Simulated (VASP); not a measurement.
# Al3B2W (P-4m2) in VASP: further runs

The runs below take Al3B2W through relaxation of cell and atoms, with PBE.

Everything below comes from runs of VASP 6.6.1. Logs are shortened: lines on timing, memory, paths and dates and some standing lists are left out, and cuts for length are marked.

## Step 1: The cell of the first run

Symmetry: P-4m2, No. 115, tetragonal system. The conventional cell has a = 3.319 Å, b = 3.319 Å, c = 7.312 Å, α = 90.00°, β = 90.00°, γ = 90.00°. Al (site symmetry 2mm) has 5 B at 2.49 to 2.54 Å and 10 Al at 2.90 to 3.32 Å and 2 W at 3.26 Å within 3.4 Å. Al (site symmetry -4m2) has 4 W at 2.35 Å and 4 B at 2.57 Å within 3.1 Å. Within 3.4 Å of B (site symmetry 2mm) lie 7 Al at 2.49 to 2.57 Å and 2 W at 2.57 Å and 4 B at 3.32 Å. W (site symmetry -4m2) has 4 Al at 2.35 Å and 4 B at 2.57 Å within 3.1 Å.

The cell was generated, and may not be a known phase.

## Step 2: Relaxation of cell and atoms, PBE

INCAR

```
SYSTEM = Al3B2W
ALGO = Normal ; EDIFF = 1E-7
EDIFFG = -0.08 ; ENCUT = 500
GGA = PE ; GGA_COMPAT = .False.
IBRION = 2 ; ISIF = 3
ISMEAR = 0 ; LASPH = .True.
LCHARG = .False. ; LREAL = .False.
LWAVE = .False. ; NELM = 120
NELMIN = 4 ; NSW = 36
PREC = Accurate ; SIGMA = 0.2
```

KPOINTS

```
k-points
0
Gamma
  5 5 2
  0 0 0
```

POSCAR

```
Al3B2W
1.0
    3.3188306800      0.0000000000      0.0000000000
    0.0000000000      3.3188306800      0.0000000000
    0.0000000000      0.0000000000      7.3116955900
Al B W
3 2 1
Direct
    0.0000000000      0.5000000000      0.3835000100
    0.5000000000      0.0000000000      0.6164999900
    0.5000000000      0.5000000000      0.0000000000
    0.0000000000      0.5000000000      0.7315000300
    0.5000000000      0.0000000000      0.2684999700
    0.0000000000      0.0000000000      0.0000000000
```

Potentials or basis: VASP PAW PBE potentials, release 64 (Al, B, W_sv).

Started as:

```sh
$ cat potpaw_PBE.64/Al/POTCAR potpaw_PBE.64/B/POTCAR potpaw_PBE.64/W_sv/POTCAR > POTCAR
$ mpirun -np 1 vasp_std > vasp.out
```

OUTCAR:

```text
SYSTEM = Al3B2W
   EDIFF = 1E-7
   EDIFFG = -0.08
   ENCUT = 500
   GGA = PE
   IBRION = 2
   ISIF = 3
   ISMEAR = 0
   LASPH = .True.
   LREAL = .False.
   NELM = 120
   NELMIN = 4
   NSW = 36
   PREC = Accurate

 ion  position               nearest neighbor table
   1  0.000  0.500  0.384-   5 2.49   5 2.49   5 2.49   5 2.49   4 2.54   2 2.90   2 2.90   2 2.90
                             2 2.90   3 3.26   6 3.26   6 3.26   3 3.26
   2  0.500  0.000  0.616-   4 2.49   4 2.49   4 2.49   4 2.49   5 2.54   1 2.90   1 2.90   1 2.90
                             1 2.90   3 3.26   6 3.26   6 3.26   3 3.26
   3  0.500  0.500  0.000-   6 2.35   6 2.35   6 2.35   6 2.35   5 2.57   4 2.57   4 2.57   5 2.57
                             1 3.26   2 3.26   2 3.26   1 3.26
   4  0.000  0.500  0.732-   2 2.49   2 2.49   2 2.49   2 2.49   1 2.54   6 2.57   6 2.57   3 2.57
                             3 2.57
   5  0.500  0.000  0.268-   1 2.49   1 2.49   1 2.49   1 2.49   2 2.54   3 2.57   6 2.57   6 2.57
                             3 2.57
   6  0.000  0.000  0.000-   3 2.35   3 2.35   3 2.35   3 2.35   4 2.57   5 2.57   5 2.57   4 2.57
                             2 3.26   1 3.26   2 3.26   1 3.26

  LATTYP: Found a simple tetragonal cell.
 ALAT       =     3.3188306800
 C/A-ratio  =     2.2030938891

  Lattice vectors:

 A1 = (   3.3188306800,   0.0000000000,   0.0000000000)
 A2 = (   0.0000000000,   3.3188306800,   0.0000000000)
 A3 = (   0.0000000000,   0.0000000000,   7.3116955900)

Analysis of symmetry for initial positions (statically):
=====================================================================
 Subroutine PRICEL returns:
 Original cell was already a primitive cell.

 Routine SETGRP: Setting up the symmetry group for a
 simple tetragonal supercell.

 Subroutine GETGRP returns: Found  8 space group operations
 (whereof  8 operations were pure point group operations)
 out of a pool of 16 trial point group operations.

The static configuration has the point symmetry D_2d.

Analysis of symmetry for dynamics (positions and initial velocities):
=====================================================================
 Subroutine PRICEL returns:
 Original cell was already a primitive cell.

 Routine SETGRP: Setting up the symmetry group for a
 simple tetragonal supercell.

 Subroutine GETGRP returns: Found  8 space group operations
 (whereof  8 operations were pure point group operations)
 out of a pool of 16 trial point group operations.

The dynamic configuration has the point symmetry D_2d.

 Subroutine INISYM returns: Found  8 space group operations
 (whereof  8 operations are pure point group operations),
 and found     1 'primitive' translations

----------------------------------------------------------------------------------------

                                     Primitive cell

  volume of cell :      80.5357

  direct lattice vectors                    reciprocal lattice vectors
     3.318830680  0.000000000  0.000000000     0.301310942  0.000000000  0.000000000
     0.000000000  3.318830680  0.000000000     0.000000000  0.301310942  0.000000000
     0.000000000  0.000000000  7.311695590     0.000000000  0.000000000  0.136767182

  length of vectors
     3.318830680  3.318830680  7.311695590     0.301310942  0.301310942  0.136767182

  position of ions in fractional coordinates (direct lattice)
     0.000000000  0.500000000  0.383500010
     0.500000000  0.000000000  0.616499990
     0.500000000  0.500000000  0.000000000
     0.000000000  0.500000000  0.731500030
     0.500000000  0.000000000  0.268499970
     0.000000000  0.000000000  0.000000000

  ion indices of the primitive-cell ions
   primitive index   ion index
                 1           1
                 2           2
                 3           3
                 4           4
                 5           5
                 6           6

----------------------------------------------------------------------------------------

 KPOINTS: k-points

Automatic generation of k-mesh.
 Grid dimensions read from file:
 generate k-points for:    5    5    2

 Generating k-lattice:

  Cartesian coordinates                     Fractional coordinates (reciprocal lattice)
     0.060262188  0.000000000  0.000000000     0.200000000  0.000000000  0.000000000
     0.000000000  0.060262188  0.000000000     0.000000000  0.200000000  0.000000000
     0.000000000  0.000000000  0.068383591     0.000000000  0.000000000  0.500000000

  Length of vectors
     0.060262188  0.060262188  0.068383591

  Shift w.r.t. Gamma in fractional coordinates (k-lattice)
     0.000000000  0.000000000  0.000000000

 Subroutine IBZKPT returns following result:
 ===========================================

 Found     12 irreducible k-points:

 Following reciprocal coordinates:
            Coordinates               Weight
  0.000000  0.000000  0.000000      1.000000
  0.200000  0.000000  0.000000      4.000000
  0.400000  0.000000  0.000000      4.000000
  0.200000  0.200000  0.000000      4.000000
  0.400000  0.200000  0.000000      8.000000
  0.400000  0.400000  0.000000      4.000000
  0.000000  0.000000  0.500000      1.000000
  0.200000  0.000000  0.500000      4.000000
  0.400000  0.000000  0.500000      4.000000
  0.200000  0.200000  0.500000      4.000000
  0.400000  0.200000  0.500000      8.000000
  0.400000  0.400000  0.500000      4.000000
   k-points           NKPTS =     12   k-points in BZ     NKDIM =     12   number of bands    NBANDS=     18
   number of dos      NEDOS =    301   number of ions     NIONS =      6
   total plane-waves  NPLWV =  31104
   dimension x,y,z NGX =    24 NGY =   24 NGZ =   54
   dimension x,y,z NGXF=    48 NGYF=   48 NGZF=  108
   ions per type =               3   2   1
   NGX,Y,Z   is equivalent  to a cutoff of  12.02, 12.02, 12.28 a.u.
   NGXF,Y,Z  is equivalent  to a cutoff of  24.04, 24.04, 24.56 a.u.
 SYSTEM =  Al3B2W
   PREC   = accura    normal or accurate (medium, high low for compatibility)
   ISTART =      0    job   : 0-new  1-cont  2-samecut
   ICHARG =      2    charge: 1-file 2-atom 10-const
   ISPIN  =      1    spin polarized calculation?
   LNONCOLLINEAR =      F non collinear calculations
   LSORBIT =      F    spin-orbit coupling
   LASPH  =      T    aspherical Exc in radial PAW
   ENCUT  =  500.0 eV  36.75 Ry    6.06 a.u.   6.05  6.05 13.33*2*pi/ulx,y,z
   NELM   =    120;   NELMIN=  4; NELMDL= -5     # of ELM steps
   EDIFF  = 0.1E-06   stopping-criterion for ELM
   LREAL  =      F    real-space projection
   EDIFFG = -.8E-01   stopping-criterion for IOM
   NSW    =     36    number of steps for IOM
   IBRION =      2    ionic relax: 0-MD 1-quasi-New 2-CG
   NFREE  =      1    steps in history (QN), initial steepest desc. (CG)
   ISIF   =      3    stress and relaxation
   ISYM   =      2    0-nonsym 1-usesym 2-fastsym
   POTIM  = 0.5000    time-step for ionic-motion
   TEBEG  =    0.0;   TEEND  =   0.0 temperature during run
   PSTRESS=    0.0 pullay stress
   NELECT =      29.0000    total number of electrons
   NUPDOWN=      -1.0000    fix difference up-down
   EMIN   =  10.00;   EMAX   =-10.00  energy-range for DOS
   EFERMI =   0.00;   METHOD = LEGACY
   ISMEAR =     0;   SIGMA  =   0.20  broadening in eV -4-tet -1-fermi 0-gaus
   EFERMI_NEDOS =   21; number of points for ismear=-14 and -15
   IALGO  =     38    algorithm
   IMIX   =      4    mixing-type and parameters
     AMIX     =   0.40;   BMIX     =  1.00
     AMIX_MAG =   1.60;   BMIX_MAG =  1.00
  volume/ion in A,a.u.               =      13.42        90.58
  Fermi-wavevector in a.u.,A,eV,Ry     =   1.164693  2.200950 18.456430  1.356509
  Thomas-Fermi vector in A             =   2.301228
   LORBIT       =      0    0 simple, 1 ext, 2 COOP (PROOUT), +10 PAW based schemes
   GGA     = PE    functional components
   LHFCALC =     F    Hartree Fock is set to
   AEXX    =    0.0000 exact exchange contribution
   IVDW    =     0    specifies the selected vdW correction
   LEPSILON=     F    determine dielectric tensor
   LRPA    =     F    only Hartree local field effects (RPA)
 conjugate gradient relaxation of ions
 non-spin polarized calculation
 Gauss-broadening in eV      SIGMA  =   0.20
  energy-cutoff  :      500.00
  volume of cell :       80.54
 maximum number of plane-waves:      2064
   NGX = 13   NGY = 13   NGZ = 27

--------------------------------------- Ionic step        1  -------------------------------------------

 number of electron      29.0000004 magnetization

 Free energy of the ion-electron system (eV)
  ---------------------------------------------------
  ext. energy  EPLUGINS =         0.00000000
  ---------------------------------------------------
  free energy    TOTEN  =       -34.17947040 eV

  energy without entropy =      -34.13606860  energy(sigma->0) =      -34.15776950

------------------------ aborting loop because EDIFF is reached ----------------------------------------

  FORCE on cell =-STRESS in cart. coord.  units (eV):
  Direction    XX          YY          ZZ          XY          YZ          ZX
  --------------------------------------------------------------------------------------
  -------------------------------------------------------------------------------------
  Total        5.5661511      5.5661511    -18.8829679      0.0000000      0.0000000      0.0000000
  in kB      110.7330552    110.7330552   -375.6579138      0.0000000      0.0000000      0.0000000
  external PRESSURE =     -51.3972678 kB  Pullay stress =       0.0000000 kB
[... 305 lines left out ...]
  energy  without entropy=      -36.7275097486  energy(sigma->0) =      -36.74861117

--------------------------------------- Ionic step        9  -------------------------------------------

 number of electron      29.0000002 magnetization

 Free energy of the ion-electron system (eV)
  ---------------------------------------------------
  ext. energy  EPLUGINS =         0.00000000
  ---------------------------------------------------
  free energy    TOTEN  =       -36.77161559 eV

  energy without entropy =      -36.72884791  energy(sigma->0) =      -36.75023175

 E-fermi :   8.9042     XC(G=0): -11.4915

 val. band max:        8.8206813320   @ k =   0.4000   0.4000   0.5000
 cond. band min:       9.3143865621   @ k =   0.2000   0.2000   0.0000
 fundamental gap:      0.4937052302
 Fermi energy:         8.9041600194

 k-point     1 :       0.0000    0.0000    0.0000
  band No.  band energies     occupation
      1     -64.7254      2.00000
      2     -29.0821      2.00000
      3     -29.0821      2.00000
      4     -28.9596      2.00000
      5      -3.2369      2.00000
      6       0.4789      2.00000
[... 10 lines left out ...]
     17      11.9622      0.00000
     18      12.7616      0.00000
[... 262 lines left out ...]
  FREE ENERGIE OF THE ION-ELECTRON SYSTEM (eV)
  ---------------------------------------------------
  free  energy   TOTEN  =       -36.7716155917 eV

  energy  without entropy=      -36.7288479145  energy(sigma->0) =      -36.75023175

 reached required accuracy - stopping structural energy minimisation
```

It took 2 min on 1 thread of Intel Xeon Platinum 8259CL at 2.50GHz (Skylake/Cascade Lake), shared host; peak memory 0.19 GiB.

Results:

```yaml
Free_energy: -36.7716 eV
Relaxed_volume: 12.39 Å³/atom
Relaxed_cell: a = 3.525 Å, b = 3.525 Å, c = 5.982 Å, α = 90.00°, β = 90.00°, γ = 90.00°
Space_group_after_relaxing_to_0.1_Å: P-4m2 (No. 115)
Energy_gained_by_relaxing: 432.0 meV/atom
Ionic_steps: 9
Pressure_after_relaxing: -0.1 GPa
Largest_force_after_relaxing: 0.046 eV/Å
Band_gap_on_the_k_mesh: zero (an odd number of electrons rules out a gap without spin polarisation)
```

Forces on the atoms (eV/Å):
```
Al   0.000  0.000  0.026
Al   0.000  0.000 -0.026
Al   0.000  0.000  0.000
B    0.000  0.000 -0.046
B    0.000  0.000  0.046
W    0.000  0.000  0.000
```

Stress tensor (GPa, compression positive):
```
-0.22  0.00  0.00
 0.00 -0.22  0.00
 0.00  0.00  0.22
```

Step by step:
```csv
step,energy change (eV),largest force (eV/Å),pressure (GPa),volume (Å³)
1,0.0000,1.2298,-5.14,80.54
2,-2.4422,0.7908,-1.11,74.56
3,-2.5317,0.7234,2.10,73.37
4,-2.5346,0.7053,3.29,72.99
5,-2.5756,0.1852,-2.62,75.62
6,-2.5784,0.2845,-1.50,75.07
7,-2.5902,0.1303,0.00,74.38
8,-2.5902,0.1291,0.14,74.33
9,-2.5921,0.0455,-0.07,74.35
```

Final structure:
```cif
data_structure
_symmetry_space_group_name_H-M 'P 1'
_symmetry_Int_Tables_number 1
_cell_length_a 3.5254
_cell_length_b 3.5254
_cell_length_c 5.9821
_cell_angle_alpha 90.000
_cell_angle_beta 90.000
_cell_angle_gamma 90.000
_cell_volume 74.35
loop_
_atom_site_label
_atom_site_type_symbol
_atom_site_fract_x
_atom_site_fract_y
_atom_site_fract_z
_atom_site_occupancy
Al1 Al 0.00000 0.50000 0.36409 1
Al2 Al 0.50000 0.00000 0.63591 1
Al3 Al 0.50000 0.50000 0.00000 1
B1 B 0.00000 0.50000 0.72656 1
B2 B 0.50000 0.00000 0.27344 1
W1 W 0.00000 0.00000 0.00000 1
```

Caveat: the k points lie up to 0.53 Å⁻¹ apart in the final cell, too coarse for converged energies and pressures of a metal; a cell axis changed by over 15 % at a fixed basis, so the end point is rough; spin-orbit coupling is left out, which moves the levels of the heavy elements; the relaxation stopped at a loose force limit of 0.08 eV/Å, so its end isn't a converged minimum.

(Part 1 of 2 ends here.)

The gap in the log of VASP goes by the Fermi energy; the results here count the filled bands.